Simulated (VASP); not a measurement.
# Rb (I4/mmm) in VASP: a series of runs

The runs below take Rb through single point, with PBEsol.

All numbers are computed with VASP 6.6.1; they aren't measurements. Logs are shortened: lines on timing, memory, paths and dates and some standing lists are left out, and cuts for length are marked.

**1. The cell of the first run**

It takes space group I4/mmm (No. 139, tetragonal). Conventional cell: a = 5.893 Å, b = 5.893 Å, c = 5.752 Å, α = 90.00°, β = 90.00°, γ = 90.00°.

**2. Single point, PBEsol (strain +0.050 along x and y, +0.025 along z)**

INCAR

```
SYSTEM = Rb
ALGO     = Fast           ! electronic algorithm
EDIFF    = 1E-6           ! SCF threshold, eV
ENCUT    = 520            ! plane-wave cutoff, eV
GGA      = PS             ! functional
ISIF     = 2              ! what is computed and relaxed
ISMEAR   = 0              ! smearing method
LASPH    = .True.         ! aspherical terms in the spheres
LCHARG   = .False.        ! write CHGCAR
LREAL    = .False.        ! projectors in reciprocal space
LWAVE    = .False.        ! write WAVECAR
NBANDS   = 10             ! bands
NELM     = 80             ! most SCF steps
PREC     = Accurate       ! precision mode
SIGMA    = 0.15           ! smearing width, eV
```

KPOINTS

```
k-points
0
Gamma
  12 12 12
  0 0 0
```

POSCAR

```
Rb
1.0
   -2.9463000000      2.9463000000      2.8761500000
    2.9463000000     -2.9463000000      2.8761500000
    2.9463000000      2.9463000000     -2.8761500000
Rb
1
Direct
    0.0000000000      0.0000000000      0.0000000000
```

Potentials or basis: VASP PAW PBE potentials, release 64 (Rb_sv).

On the command line:

```sh
$ cat potpaw_PBE.64/Rb_sv/POTCAR > POTCAR
$ mpirun -np 1 vasp_std > vasp.out
```

OUTCAR:

```text
SYSTEM = Rb
   EDIFF = 1E-6
   ENCUT = 520
   GGA = PS
   ISIF = 2
   ISMEAR = 0
   LASPH = .True.
   LREAL = .False.
   NELM = 80
   PREC = Accurate

 ion  position               nearest neighbor table
   1  0.000  0.000  0.000-

  LATTYP: Found a body centered tetragonal cell.
 ALAT       =     5.8926000000
 C/A-ratio  =     0.9761904762

  Lattice vectors:

 A1 = (  -2.9463000000,   2.9463000000,   2.8761500000)
 A2 = (   2.9463000000,  -2.9463000000,   2.8761500000)
 A3 = (   2.9463000000,   2.9463000000,  -2.8761500000)

Analysis of symmetry for initial positions (statically):
=====================================================================
 Subroutine PRICEL returns:
 Original cell was already a primitive cell.

 Routine SETGRP: Setting up the symmetry group for a
 body centered tetragonal supercell.

 Subroutine GETGRP returns: Found 16 space group operations
 (whereof 16 operations were pure point group operations)
 out of a pool of 16 trial point group operations.

The static configuration has the point symmetry D_4h.

Analysis of symmetry for dynamics (positions and initial velocities):
=====================================================================
 Subroutine PRICEL returns:
 Original cell was already a primitive cell.

 Routine SETGRP: Setting up the symmetry group for a
 body centered tetragonal supercell.

 Subroutine GETGRP returns: Found 16 space group operations
 (whereof 16 operations were pure point group operations)
 out of a pool of 16 trial point group operations.

The dynamic configuration has the point symmetry D_4h.

 Subroutine INISYM returns: Found 16 space group operations
 (whereof 16 operations are pure point group operations),
 and found     1 'primitive' translations

----------------------------------------------------------------------------------------

                                     Primitive cell

  volume of cell :      99.8678

  direct lattice vectors                    reciprocal lattice vectors
    -2.946300000  2.946300000  2.876150000     0.000000000  0.169704375  0.173843506
     2.946300000 -2.946300000  2.876150000     0.169704375  0.000000000  0.173843506
     2.946300000  2.946300000 -2.876150000     0.169704375  0.169704375  0.000000000

  length of vectors
     5.062964172  5.062964172  5.062964172     0.242942667  0.242942667  0.239998229

  position of ions in fractional coordinates (direct lattice)
     0.000000000  0.000000000  0.000000000

  ion indices of the primitive-cell ions
   primitive index   ion index
                 1           1

----------------------------------------------------------------------------------------

 KPOINTS: k-points

Automatic generation of k-mesh.
 Grid dimensions read from file:
 generate k-points for:   12   12   12

 Generating k-lattice:

  Cartesian coordinates                     Fractional coordinates (reciprocal lattice)
     0.000000000  0.014142031  0.014486959     0.083333333  0.000000000 -0.000000000
     0.014142031  0.000000000  0.014486959     0.000000000  0.083333333 -0.000000000
     0.014142031  0.014142031  0.000000000     0.000000000  0.000000000  0.083333333

  Length of vectors
     0.020245222  0.020245222  0.019999852

  Shift w.r.t. Gamma in fractional coordinates (k-lattice)
     0.000000000  0.000000000  0.000000000

 Subroutine IBZKPT returns following result:
 ===========================================

 Found    163 irreducible k-points:

 Following reciprocal coordinates:
            Coordinates               Weight
  0.000000  0.000000  0.000000      1.000000
  0.083333  0.000000  0.000000      8.000000
  0.166667  0.000000 -0.000000      8.000000
  0.250000  0.000000  0.000000      8.000000
  0.333333  0.000000  0.000000      8.000000
  0.416667  0.000000  0.000000      8.000000
[... 16 lines left out ...]
  0.500000  0.166667  0.000000     16.000000
 -0.416667  0.166667  0.000000     16.000000
 [... further k-points ...]
   k-points           NKPTS =    163   k-points in BZ     NKDIM =    163   number of bands    NBANDS=     10
   number of dos      NEDOS =    301   number of ions     NIONS =      1
   total plane-waves  NPLWV =  64000
   dimension x,y,z NGX =    40 NGY =   40 NGZ =   40
   dimension x,y,z NGXF=    80 NGYF=   80 NGZF=   80
   ions per type =               1
   NGX,Y,Z   is equivalent  to a cutoff of  13.13, 13.13, 13.13 a.u.
   NGXF,Y,Z  is equivalent  to a cutoff of  26.27, 26.27, 26.27 a.u.
 SYSTEM =  Rb
   PREC   = accura    normal or accurate (medium, high low for compatibility)
   ISTART =      0    job   : 0-new  1-cont  2-samecut
   ICHARG =      2    charge: 1-file 2-atom 10-const
   ISPIN  =      1    spin polarized calculation?
   LNONCOLLINEAR =      F non collinear calculations
   LSORBIT =      F    spin-orbit coupling
   LASPH  =      T    aspherical Exc in radial PAW
   ENCUT  =  520.0 eV  38.22 Ry    6.18 a.u.   9.41  9.41  9.41*2*pi/ulx,y,z
   NELM   =     80;   NELMIN=  2; NELMDL= -5     # of ELM steps
   EDIFF  = 0.1E-05   stopping-criterion for ELM
   LREAL  =      F    real-space projection
   EDIFFG = 0.1E-04   stopping-criterion for IOM
   NSW    =      0    number of steps for IOM
   IBRION =     -1    ionic relax: 0-MD 1-quasi-New 2-CG
   NFREE  =      0    steps in history (QN), initial steepest desc. (CG)
   ISIF   =      2    stress and relaxation
   ISYM   =      2    0-nonsym 1-usesym 2-fastsym
   POTIM  = 0.5000    time-step for ionic-motion
   TEBEG  =    0.0;   TEEND  =   0.0 temperature during run
   PSTRESS=    0.0 pullay stress
   NELECT =       9.0000    total number of electrons
   NUPDOWN=      -1.0000    fix difference up-down
   EMIN   =  10.00;   EMAX   =-10.00  energy-range for DOS
   EFERMI =   0.00;   METHOD = LEGACY
   ISMEAR =     0;   SIGMA  =   0.15  broadening in eV -4-tet -1-fermi 0-gaus
   EFERMI_NEDOS =   21; number of points for ismear=-14 and -15
   IALGO  =     68    algorithm
   IMIX   =      4    mixing-type and parameters
     AMIX     =   0.40;   BMIX     =  1.00
     AMIX_MAG =   1.60;   BMIX_MAG =  1.00
  volume/ion in A,a.u.               =      99.87       673.94
  Fermi-wavevector in a.u.,A,eV,Ry     =   0.733974  1.387009  7.329696  0.538717
  Thomas-Fermi vector in A             =   1.826813
   LORBIT       =      0    0 simple, 1 ext, 2 COOP (PROOUT), +10 PAW based schemes
   GGA     = PS    functional components
   LHFCALC =     F    Hartree Fock is set to
   AEXX    =    0.0000 exact exchange contribution
   IVDW    =     0    specifies the selected vdW correction
   LEPSILON=     F    determine dielectric tensor
   LRPA    =     F    only Hartree local field effects (RPA)
 non-spin polarized calculation
 RMM-DIIS sequential band-by-band and
 Gauss-broadening in eV      SIGMA  =   0.15
  energy-cutoff  :      520.00
  volume of cell :       99.87
 maximum number of plane-waves:      2715
 NGX is ok and might be reduce to    40
   NGX = 19   NGY = 19   NGZ = 19

 number of electron       9.0000000 magnetization

 Free energy of the ion-electron system (eV)
  ---------------------------------------------------
  ext. energy  EPLUGINS =         0.00000000
  ---------------------------------------------------
  free energy    TOTEN  =        -1.01406289 eV

  energy without entropy =       -1.00263312  energy(sigma->0) =       -1.00834801

 E-fermi :  -0.2493     XC(G=0):  -5.2953

 val. band max:       -0.2746611648   @ k =   0.3333   0.0833   0.0833
 cond. band min:      -0.2423193929   @ k =   0.5000   0.3333   0.0000
 fundamental gap:      0.0323417719
 Fermi energy:        -0.2492569572

 k-point     1 :       0.0000    0.0000    0.0000
  band No.  band energies     occupation
      1     -29.1596      2.00000
      2     -13.2138      2.00000
      3     -13.2138      2.00000
      4     -13.2137      2.00000
      5      -2.0963      2.00000
      6       3.2737      0.00000
      7       3.3900      0.00000
      8       3.3900      0.00000
      9       4.1512      0.00000
     10       4.3123      0.00000

 k-point     2 :       0.0833    0.0000    0.0000
  band No.  band energies     occupation
      1     -29.1595      2.00000
      2     -13.2185      2.00000
      3     -13.2154      2.00000
      4     -13.2138      2.00000
      5      -2.0200      2.00000
      6       3.2045      0.00000
      7       3.2628      0.00000
      8       3.4124      0.00000
      9       4.0643      0.00000
     10       4.1993      0.00000

 k-point     3 :       0.1667    0.0000   -0.0000
  band No.  band energies     occupation
      1     -29.1590      2.00000
      2     -13.2313      2.00000
      3     -13.2198      2.00000
      4     -13.2138      2.00000
      5      -1.7955      2.00000
      6       2.8051      0.00000
      7       2.9615      0.00000
      8       3.5972      0.00000
      9       4.0114      0.00000
     10       4.1270      0.00000

 k-point     4 :       0.2500    0.0000    0.0000
  band No.  band energies     occupation
      1     -29.1583      2.00000
      2     -13.2486      2.00000
      3     -13.2258      2.00000
      4     -13.2139      2.00000
      5      -1.4350      2.00000
      6       2.1921      0.00000
      7       2.6913      0.00000
      8       3.9149      0.00000
      9       4.0878      0.00000
     10       4.1201      0.00000
[... 222 lines left out ...]
 k-point    22 :       0.4167    0.1667    0.0000
  band No.  band energies     occupation
      1     -29.1568      2.00000
      2     -13.2767      2.00000
      3     -13.2434      2.00000
      4     -13.2196      2.00000
      5       0.2624      0.00000
      6       0.5742      0.00000
      7       1.8977      0.00000
      8       3.4947      0.00000
      9       4.4894      0.00000
     10       4.7293      0.00000

 k-point    23 :       0.5000    0.1667    0.0000
  band No.  band energies     occupation
      1     -29.1570      2.00000
      2     -13.2738      2.00000
      3     -13.2409      2.00000
      4     -13.2193      2.00000
      5      -0.2240      0.81195
      6       1.0620      0.00000
      7       1.9478      0.00000
      8       3.6033      0.00000
      9       4.3001      0.00000
     10       4.7811      0.00000

 k-point    24 :      -0.4167    0.1667    0.0000
  band No.  band energies     occupation
      1     -29.1574      2.00000
      2     -13.2660      2.00000
      3     -13.2345      2.00000
      4     -13.2187      2.00000
      5      -0.7727      2.00000
      6       1.6126      0.00000
      7       2.1115      0.00000
      8       3.8412      0.00000
      9       4.0503      0.00000
     10       4.6958      0.00000

 [... further k-points ...]
[... 5 lines left out ...]
  --------------------------------------------------------------------------------------
  -------------------------------------------------------------------------------------
  Total       -0.2038465     -0.2038465     -0.2011438      0.0000000     -0.0000000      0.0000000
  in kB       -3.2703060     -3.2703060     -3.2269467      0.0000000     -0.0000000      0.0000000
  external PRESSURE =      -3.2558529 kB  Pullay stress =       0.0000000 kB

 VOLUME and BASIS-vectors are now :
 -----------------------------------------------------------------------------
  energy-cutoff  :      520.00
  volume of cell :       99.87
      direct lattice vectors                 reciprocal lattice vectors
    -2.946300000  2.946300000  2.876150000     0.000000000  0.169704375  0.173843506
     2.946300000 -2.946300000  2.876150000     0.169704375  0.000000000  0.173843506
     2.946300000  2.946300000 -2.876150000     0.169704375  0.169704375  0.000000000

 POSITION                                       TOTAL-FORCE (eV/Angst)
 -----------------------------------------------------------------------------------
      0.00000      0.00000      0.00000         0.000000      0.000000     -0.000000
 -----------------------------------------------------------------------------------
    total drift:                               -0.000000      0.000000     -0.000000

  FREE ENERGIE OF THE ION-ELECTRON SYSTEM (eV)
  ---------------------------------------------------
  free  energy   TOTEN  =        -1.0140628934 eV

  energy  without entropy=       -1.0026331183  energy(sigma->0) =       -1.00834801
```

Run time: 59 s. Hardware: 1 thread of Intel Xeon 6975P-C (Granite Rapids), shared host; peak memory 0.33 GiB.

Results:

- Free energy: -1.0141 eV
- Pressure: -0.3 GPa

Levels at points of the mesh, in eV from the Fermi level:
| k point | band 1 | band 2 | band 3 | band 4 | band 5 | band 6 | band 7 | band 8 | band 9 | band 10 |
| --- | --- | --- | --- | --- | --- | --- | --- | --- | --- | --- |
| (0.00, 0.00, 0.00) | -28.91 | -12.96 | -12.96 | -12.96 | -1.85 | 3.52 | 3.64 | 3.64 | 4.40 | 4.56 |
| (0.50, 0.00, 0.00) | -28.91 | -13.03 | -12.99 | -12.96 | 0.28 | 0.74 | 2.53 | 4.09 | 4.88 | 5.11 |
| (0.50, 0.50, 0.00) | -28.91 | -13.03 | -12.99 | -12.96 | 0.23 | 0.69 | 2.65 | 4.03 | 5.00 | 5.01 |
| (0.50, 0.50, 0.50) | -28.91 | -13.02 | -13.02 | -13.01 | 1.30 | 1.35 | 2.94 | 2.94 | 3.17 | 4.32 |

Caveat: the cell differs from its parent crystal (strain +0.050 along x and y, +0.025 along z); the PAW data sets were made with another functional, which shifts forces and pressure a little.

[end of part 1 of 2]
